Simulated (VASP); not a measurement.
# Ag3Os (P-6m2) in VASP: further runs

Ag3Os is run at these levels: PBE; tasks: single point.

Everything below comes from runs of VASP 6.6.1. Logs are shortened: lines on timing, memory, paths and dates and some standing lists are left out, and cuts for length are marked.

## Step 1: The cell of the first run

The structure is hexagonal, space group P-6m2 (No. 187). Conventional cell: a = 2.750 Å, b = 2.750 Å, c = 10.677 Å, α = 90.00°, β = 90.00°, γ = 120.00°. Ag (site symmetry 3m) has 9 Ag at 2.75 to 3.02 Å and 1 Os at 2.77 Å within 3.6 Å. Within 3.6 Å of Ag (site symmetry -6m2) lie 12 Ag at 2.75 to 3.02 Å. Within 3.6 Å of Os (site symmetry -6m2) lie 6 Os at 2.75 Å and 2 Ag at 2.77 Å.

The cell was built from a structure type or drawn by symmetry, and may not be a known phase.

## Step 2: Single point, PBE

Input file INCAR:

```
SYSTEM = Ag3Os
PREC = Accurate ; ENCUT = 520
EDIFF = 1E-6 ; ISMEAR = 0
SIGMA = 0.2 ; LREAL = .FALSE.
LASPH = .TRUE. ; NELM = 60
ALGO = Normal ; ISIF = 2
LWAVE = .FALSE. ; LCHARG = .FALSE.
GGA = PE ; NBANDS = 28
```

Input file KPOINTS:

```
regular mesh
0
G
  6 6 3
  0 0 0
```

Input file POSCAR:

```
Ag3Os
1.0
    2.7498398142      0.0000000000      0.0000000000
   -1.3749199071      2.3814311354      0.0000000000
    0.0000000000      0.0000000000     10.6772254981
Ag Os
3 1
Direct
    0.6666666667      0.3333333333      0.2598540660
    0.6666666667      0.3333333333      0.7401459340
    0.3333333333      0.6666666667      0.5000000000
    0.6666666667      0.3333333333      0.0000000000
```

Potentials or basis: VASP PAW PBE potentials, release 64 (Ag, Os).

Launch:

```console
$ cat potpaw_PBE.64/Ag/POTCAR potpaw_PBE.64/Os/POTCAR > POTCAR
$ mpirun -np 1 vasp_std > vasp.out
```

OUTCAR:

```text
SYSTEM = Ag3Os
   PREC = Accurate
   ENCUT = 520
   EDIFF = 1E-6
   ISMEAR = 0
   LREAL = .FALSE.
   LASPH = .TRUE.
   NELM = 60
   ISIF = 2
   GGA = PE

 ion  position               nearest neighbor table
   1  0.667  0.333  0.260-   4 2.77   3 3.02   3 3.02   3 3.02
   2  0.667  0.333  0.740-   4 2.77   3 3.02   3 3.02   3 3.02
   3  0.333  0.667  0.500-   1 3.02   2 3.02   1 3.02   2 3.02   1 3.02   2 3.02
   4  0.667  0.333  0.000-   1 2.77   2 2.77

  LATTYP: Found a hexagonal cell.
 ALAT       =     2.7498398142
 C/A-ratio  =     3.8828536277

  Lattice vectors:

 A1 = (   2.7498398142,   0.0000000000,   0.0000000000)
 A2 = (  -1.3749199071,   2.3814311354,   0.0000000000)
 A3 = (   0.0000000000,   0.0000000000,  10.6772254981)

Analysis of symmetry for initial positions (statically):
=====================================================================
 Subroutine PRICEL returns:
 Original cell was already a primitive cell.

 Routine SETGRP: Setting up the symmetry group for a
 hexagonal supercell.

 Subroutine GETGRP returns: Found 12 space group operations
 (whereof 12 operations were pure point group operations)
 out of a pool of 24 trial point group operations.

The static configuration has the point symmetry D_3h.

Analysis of symmetry for dynamics (positions and initial velocities):
=====================================================================
 Subroutine PRICEL returns:
 Original cell was already a primitive cell.

 Routine SETGRP: Setting up the symmetry group for a
 hexagonal supercell.

 Subroutine GETGRP returns: Found 12 space group operations
 (whereof 12 operations were pure point group operations)
 out of a pool of 24 trial point group operations.

The dynamic configuration has the point symmetry D_3h.

 Subroutine INISYM returns: Found 12 space group operations
 (whereof 12 operations are pure point group operations),
 and found     1 'primitive' translations

----------------------------------------------------------------------------------------

                                     Primitive cell

  volume of cell :      69.9204

  direct lattice vectors                    reciprocal lattice vectors
     2.749839814  0.000000000  0.000000000     0.363657546  0.209957782  0.000000000
[... 75 lines left out ...]
   LSORBIT =      F    spin-orbit coupling
   LASPH  =      T    aspherical Exc in radial PAW
   ENCUT  =  520.0 eV  38.22 Ry    6.18 a.u.   5.11  5.11 19.85*2*pi/ulx,y,z
   NELM   =     60;   NELMIN=  2; NELMDL= -5     # of ELM steps
   EDIFF  = 0.1E-05   stopping-criterion for ELM
   LREAL  =      F    real-space projection
   EDIFFG = 0.1E-04   stopping-criterion for IOM
   NSW    =      0    number of steps for IOM
   IBRION =     -1    ionic relax: 0-MD 1-quasi-New 2-CG
   NFREE  =      0    steps in history (QN), initial steepest desc. (CG)
   ISIF   =      2    stress and relaxation
   ISYM   =      2    0-nonsym 1-usesym 2-fastsym
   POTIM  = 0.5000    time-step for ionic-motion
   TEBEG  =    0.0;   TEEND  =   0.0 temperature during run
   PSTRESS=    0.0 pullay stress
   NELECT =      41.0000    total number of electrons
   NUPDOWN=      -1.0000    fix difference up-down
   EMIN   =  10.00;   EMAX   =-10.00  energy-range for DOS
   EFERMI =   0.00;   METHOD = LEGACY
   ISMEAR =     0;   SIGMA  =   0.20  broadening in eV -4-tet -1-fermi 0-gaus
   EFERMI_NEDOS =   21; number of points for ismear=-14 and -15
   IALGO  =     38    algorithm
   IMIX   =      4    mixing-type and parameters
     AMIX     =   0.40;   BMIX     =  1.00
     AMIX_MAG =   1.60;   BMIX_MAG =  1.00
  volume/ion in A,a.u.               =      17.48       117.96
  Fermi-wavevector in a.u.,A,eV,Ry     =   1.370255  2.589407 25.546295  1.877600
  Thomas-Fermi vector in A             =   2.496058
   LORBIT       =      0    0 simple, 1 ext, 2 COOP (PROOUT), +10 PAW based schemes
   GGA     = PE    functional components
   LHFCALC =     F    Hartree Fock is set to
   AEXX    =    0.0000 exact exchange contribution
   IVDW    =     0    specifies the selected vdW correction
   LEPSILON=     F    determine dielectric tensor
   LRPA    =     F    only Hartree local field effects (RPA)
 non-spin polarized calculation
 Gauss-broadening in eV      SIGMA  =   0.20
  energy-cutoff  :      520.00
  volume of cell :       69.92
 maximum number of plane-waves:      1899
   NGX = 11   NGY = 11   NGZ = 39

 number of electron      41.0000007 magnetization

 Free energy of the ion-electron system (eV)
  ---------------------------------------------------
  ext. energy  EPLUGINS =         0.00000000
  ---------------------------------------------------
  free energy    TOTEN  =       -17.14030243 eV

  energy without entropy =      -17.10540666  energy(sigma->0) =      -17.12285455

 E-fermi :   7.7050     XC(G=0): -12.2089

 val. band max:        7.5733412549   @ k =   0.3333   0.3333   0.3333
 cond. band min:       7.7403039777   @ k =   0.3333   0.0000   0.3333
 fundamental gap:      0.1669627228
 Fermi energy:         7.7049537259

 k-point     1 :       0.0000    0.0000    0.0000
  band No.  band energies     occupation
      1      -0.3374      2.00000
      2       0.4526      2.00000
      3       0.8660      2.00000
      4       1.0829      2.00000
      5       2.0216      2.00000
      6       2.3818      2.00000
[... 423 lines left out ...]
     27      13.9666      0.00000
     28      15.5991      0.00000

------------------------ aborting loop because EDIFF is reached ----------------------------------------

  FORCE on cell =-STRESS in cart. coord.  units (eV):
  Direction    XX          YY          ZZ          XY          YZ          ZX
  --------------------------------------------------------------------------------------
  -------------------------------------------------------------------------------------
  Total       -0.2759058     -0.2759058     -0.0769362      0.0000000      0.0000000      0.0000000
  in kB       -6.3221907     -6.3221907     -1.7629400      0.0000000      0.0000000      0.0000000
  external PRESSURE =      -4.8024405 kB  Pullay stress =       0.0000000 kB

 VOLUME and BASIS-vectors are now :
 -----------------------------------------------------------------------------
  energy-cutoff  :      520.00
  volume of cell :       69.92
      direct lattice vectors                 reciprocal lattice vectors
     2.749839814  0.000000000  0.000000000     0.363657546  0.209957782  0.000000000
    -1.374919907  2.381431135  0.000000000     0.000000000  0.419915565  0.000000000
     0.000000000  0.000000000 10.677225498     0.000000000  0.000000000  0.093657290

 POSITION                                       TOTAL-FORCE (eV/Angst)
 -----------------------------------------------------------------------------------
      1.37492      0.79381      2.77452        -0.000000      0.000000     -0.011884
      1.37492      0.79381      7.90271        -0.000000      0.000000      0.011884
     -0.00000      1.58762      5.33861         0.000000     -0.000000      0.000000
      1.37492      0.79381      0.00000        -0.000000      0.000000      0.000000
 -----------------------------------------------------------------------------------
    total drift:                                0.000000     -0.000000      0.000000

  FREE ENERGIE OF THE ION-ELECTRON SYSTEM (eV)
  ---------------------------------------------------
  free  energy   TOTEN  =       -17.1403024325 eV

  energy  without entropy=      -17.1054066600  energy(sigma->0) =      -17.12285455
```

OSZICAR:

```text
N       E                     dE             d eps       ncg     rms          rms(c)
DAV:   1     0.266788234461E+03    0.26679E+03   -0.20547E+04   784   0.142E+03
DAV:   2    -0.995005411421E+01   -0.27674E+03   -0.26501E+03   792   0.352E+02
DAV:   3    -0.186153415066E+02   -0.86653E+01   -0.83941E+01   884   0.649E+01
DAV:   4    -0.187229377576E+02   -0.10760E+00   -0.10717E+00   852   0.676E+00
DAV:   5    -0.187241277710E+02   -0.11900E-02   -0.11899E-02   888   0.724E-01    0.133E+01
DAV:   6    -0.173119892648E+02    0.14121E+01   -0.38587E+00   864   0.187E+01    0.835E+00
DAV:   7    -0.171875030760E+02    0.12449E+00   -0.72871E-01   900   0.580E+00    0.294E+00
DAV:   8    -0.171802619834E+02    0.72411E-02   -0.58945E-01   912   0.507E+00    0.240E+00
DAV:   9    -0.171442951608E+02    0.35967E-01   -0.30095E-01   904   0.353E+00    0.630E-01
DAV:  10    -0.171404329438E+02    0.38622E-02   -0.18501E-02   884   0.134E+00    0.125E-01
DAV:  11    -0.171403240486E+02    0.10890E-03   -0.14333E-03   876   0.256E-01    0.602E-02
DAV:  12    -0.171403037166E+02    0.20332E-04   -0.22162E-04   844   0.936E-02    0.282E-02
DAV:  13    -0.171403031144E+02    0.60220E-06   -0.20089E-05   848   0.393E-02    0.107E-02
DAV:  14    -0.171403024325E+02    0.68190E-06   -0.38723E-06   596   0.156E-02
   1 F= -.17140302E+02 E0= -.17122855E+02  d E =-.348958E-01
```

Wall time 15 s (1 thread of Intel Xeon 6975P-C (Granite Rapids), shared host); peak memory 0.18 GiB.

What came out:

```
Free energy            : -17.1403 eV
Pressure               : -0.5 GPa
Largest force          : 0.012 eV/Å
Band gap on the k mesh : zero (an odd number of electrons rules out a gap without spin polarisation)
```

Forces in eV/Å, atoms in the order of the input:
```
Ag   0.000  0.000 -0.012
Ag   0.000  0.000  0.012
Ag   0.000  0.000  0.000
Os   0.000  0.000  0.000
```

Caveat: the k points lie up to 0.44 Å⁻¹ apart, too coarse for converged energies and pressures of a metal; spin-orbit coupling is left out, which moves the levels of the heavy elements.

## Step 3: Single point, PBE

This run uses another cell than the first one, of 16.58 Å³/atom.

Input file INCAR:

```
PREC = Accurate ; ENCUT = 520
EDIFF = 1E-6 ; ISMEAR = 0
SIGMA = 0.2 ; LREAL = False
LASPH = True ; NELM = 80
ALGO = Fast ; ISIF = 2
LWAVE = False ; LCHARG = True
GGA = PE ; LELF = True
LVHAR = True ; NBANDS = 28
```

Input file KPOINTS:

```
Automatic mesh
0
Gamma
  7 7 2
```

Input file POSCAR:

```
Ag3Os
1.0
    2.8010960487      0.0000000000      0.0000000000
   -1.4005480243      2.4258203366      0.0000000000
    0.0000000000      0.0000000000      9.7612361880
Ag Os
3 1
Direct
    0.0000000000      0.0000000000      0.0000000000
    0.6666666667      0.3333333333      0.7470672818
    0.6666666667      0.3333333333      0.2529327182
    0.0000000000      0.0000000000      0.5000000000
```

Potentials or basis: VASP PAW PBE potentials, release 64 (Ag, Os).

Launch:

```console
$ cat potpaw_PBE.64/Ag/POTCAR potpaw_PBE.64/Os/POTCAR > POTCAR
$ mpirun -np 1 vasp_std > vasp.out
```

Wall time 18 s (1 thread of Intel Xeon 6975P-C (Granite Rapids), shared host); peak memory 0.21 GiB.

The run converged. Its results:

| Quantity | Value |
| --- | --- |
| Free energy | -17.8554 eV |
| Pressure | -0.4 GPa |
| Largest force | 0.012 eV/Å |
| Band gap on the k mesh | zero (an odd number of electrons rules out a gap without spin polarisation) |

Forces in eV/Å, atoms in the order of the input:
```
Ag   0.000  0.000  0.000
Ag   0.000  0.000 -0.012
Ag   0.000  0.000  0.012
Os   0.000  0.000  0.000
```

Stress tensor (GPa, compression positive):
```
-0.61  0.00  0.00
 0.00 -0.61  0.00
 0.00  0.00 -0.09
```

Levels at points of the mesh, in eV from the Fermi level:
```
           k point  band 16  band 17  band 18  band 19  band 20  band 21  band 22  band 23  band 24  band 25
(0.00, 0.00, 0.00)    -3.49    -3.39    -3.09    -3.09    -1.76    -1.76    -0.73     0.75     0.75     3.77
(0.00, 0.00, 0.50)    -3.44    -3.13    -3.13    -2.68    -2.11    -1.76    -1.76     0.75     0.75     5.71
```

Caveat: the k points lie up to 0.37 Å⁻¹ apart, too coarse for converged energies and pressures of a metal; spin-orbit coupling is left out, which moves the levels of the heavy elements.

## Step 4: Single point, PBE (14.59 Å³/atom)

This run uses another cell than the first one, of 14.59 Å³/atom.

Input file INCAR:

```
ALGO     = Normal         # electronic algorithm
EDIFF    = 1E-6           # SCF threshold, eV
ENCUT    = 520            # plane-wave cutoff, eV
GGA      = PE             # functional
ISIF     = 2              # what is computed and relaxed
ISMEAR   = 0              # smearing method
LASPH    = True           # aspherical terms in the spheres
LCHARG   = False          # write CHGCAR
LREAL    = False          # projectors in reciprocal space
LWAVE    = False          # write WAVECAR
NBANDS   = 28             # bands
NELM     = 100            # most SCF steps
PREC     = Accurate       # precision mode
SIGMA    = 0.1            # smearing width, eV
```

Input file KPOINTS:

```
k-points
0
Gamma
  12 12 4
```

Input file POSCAR:

```
Ag3Os
1.0
    2.6993292124      0.0000000000      0.0000000000
   -1.3496646062      2.3376876711      0.0000000000
    0.0000000000      0.0000000000      9.2473453299
Ag Os
3 1
Direct
    0.0000000000      0.0000000000      0.0000000000
    0.6666666667      0.3333333333      0.7493469821
    0.6666666667      0.3333333333      0.2506530179
    0.0000000000      0.0000000000      0.5000000000
```

Launch:

```console
$ cat potpaw_PBE.64/Ag/POTCAR potpaw_PBE.64/Os/POTCAR > POTCAR
$ mpirun -np 1 vasp_std > vasp.out
```

It took 41 s on 1 thread of Intel Xeon 6975P-C (Granite Rapids), shared host; peak memory 0.22 GiB.

It converged, with:

```yaml
Free_energy: -17.2884 eV
Pressure: 25.9 GPa
Largest_force: 0.010 eV/Å
Band_gap_on_the_k_mesh: zero (an odd number of electrons rules out a gap without spin polarisation)
```

Forces on the atoms (eV/Å):
```
Ag   0.000  0.000  0.000
Ag   0.000  0.000  0.010
Ag   0.000  0.000 -0.010
Os   0.000  0.000  0.000
```

Stress tensor (GPa, compression positive):
```
25.82  0.00  0.00
 0.00 25.82  0.00
 0.00  0.00 25.92
```

Levels at points of the mesh, in eV from the Fermi level:
```csv
k point,band 16,band 17,band 18,band 19,band 20,band 21,band 22,band 23,band 24,band 25
"(0.00, 0.00, 0.00)",-3.98,-3.98,-3.50,-3.50,-1.96,-1.96,-1.17,0.89,0.89,4.68
"(0.50, 0.00, 0.00)",-2.89,-2.75,-1.60,0.06,0.77,0.96,1.05,3.05,3.53,6.12
"(0.00, 0.00, 0.50)",-3.91,-3.56,-3.56,-3.15,-2.68,-1.95,-1.95,0.89,0.89,6.69
"(0.50, 0.00, 0.50)",-2.88,-2.45,-1.54,-0.03,0.03,0.93,1.77,3.05,3.62,6.39
```

Caveat: the cell stands under pressure; spin-orbit coupling is left out, which moves the levels of the heavy elements.

## Step 5: Single point, PBE (15.09 Å³/atom)

This run uses another cell than the first one, of 15.09 Å³/atom.

Input file INCAR:

```
SYSTEM = Ag3Os
ALGO = Normal
EDIFF = 1E-6
ENCUT = 520
GGA = PE
ISIF = 2
ISMEAR = 0
LASPH = .True.
LCHARG = .False.
LREAL = .False.
LWAVE = .False.
NBANDS = 28
NELM = 80
PREC = Accurate
SIGMA = 0.1
```

Input file KPOINTS:

```
k-points
0
Gamma
  12 12 4
  0 0 0
```

Input file POSCAR:

```
Ag3Os
1.0
    2.7251393983      0.0000000000      0.0000000000
   -1.3625696991      2.3600399477      0.0000000000
    0.0000000000      0.0000000000      9.3823160986
Ag Os
3 1
Direct
    0.0000000000      0.0000000000      0.0000000000
    0.6666666667      0.3333333333      0.7485629135
    0.6666666667      0.3333333333      0.2514370865
    0.0000000000      0.0000000000      0.5000000000
```

Launch:

```console
$ cat potpaw_PBE.64/Ag/POTCAR potpaw_PBE.64/Os/POTCAR > POTCAR
$ mpirun -np 1 vasp_std > vasp.out
```

It took 40 s on 1 thread of Intel Xeon 6975P-C (Granite Rapids), shared host; peak memory 0.22 GiB.

The run converged. Its results:

- Free energy: -17.5556 eV
- Pressure: 17.3 GPa
- Largest force: 0.005 eV/Å
- Band gap on the k mesh: zero (an odd number of electrons rules out a gap without spin polarisation)

Forces on the atoms (eV/Å):
```
Ag   0.000  0.000  0.000
Ag   0.000  0.000  0.005
Ag   0.000  0.000 -0.005
Os   0.000  0.000  0.000
```

Stress tensor (GPa, compression positive):
```
17.23  0.00  0.00
 0.00 17.23  0.00
 0.00  0.00 17.30
```

Levels at points of the mesh, in eV from the Fermi level:
| k point | band 16 | band 17 | band 18 | band 19 | band 20 | band 21 | band 22 | band 23 | band 24 | band 25 |
| --- | --- | --- | --- | --- | --- | --- | --- | --- | --- | --- |
| (0.00, 0.00, 0.00) | -3.89 | -3.86 | -3.45 | -3.45 | -1.88 | -1.88 | -1.10 | 0.85 | 0.85 | 4.37 |
| (0.50, 0.00, 0.00) | -2.86 | -2.68 | -1.53 | 0.05 | 0.81 | 0.97 | 1.01 | 2.92 | 3.40 | 5.90 |
| (0.00, 0.00, 0.50) | -3.82 | -3.51 | -3.51 | -3.06 | -2.57 | -1.88 | -1.88 | 0.85 | 0.85 | 6.34 |
| (0.50, 0.00, 0.50) | -2.86 | -2.40 | -1.47 | 0.03 | 0.04 | 0.91 | 1.73 | 2.92 | 3.52 | 6.16 |

Caveat: the cell stands under pressure; spin-orbit coupling is left out, which moves the levels of the heavy elements.

## Step 6: Summary

```csv
cell,k mesh,smearing,gap on the mesh (eV),pressure (GPa),largest force (eV/Å)
"a = 2.750, b = 2.750, c = 10.677 Å, angles 90.0, 90.0, 120.0°, 4 atoms, atomic positions A",6 × 6 × 3,gaussian 0.2 eV,none,-0.5,0.01
"a = 2.801, b = 2.801, c = 9.761 Å, angles 90.0, 90.0, 120.0°, 4 atoms, atomic positions B",7 × 7 × 2,gaussian 0.2 eV,none,-0.4,0.01
"a = 2.699, b = 2.699, c = 9.247 Å, angles 90.0, 90.0, 120.0°, 4 atoms, atomic positions C",12 × 12 × 4,gaussian 0.1 eV,none,25.9,0.01
"a = 2.725, b = 2.725, c = 9.382 Å, angles 90.0, 90.0, 120.0°, 4 atoms, atomic positions C",12 × 12 × 4,gaussian 0.1 eV,none,17.3,0.01
```

Alike in all rows: task single point; level PBE; potentials or basis VASP PAW PBE potentials, release 64 (Ag, Os); no spin polarisation; cutoff (eV) 520.

Caveats: some runs use coarse meshes; spin-orbit coupling is left out, which moves the levels of the heavy elements; the cell stands under pressure (at least some runs).

Total energies depend on the potentials used, so only differences within one code and one set of settings carry meaning.
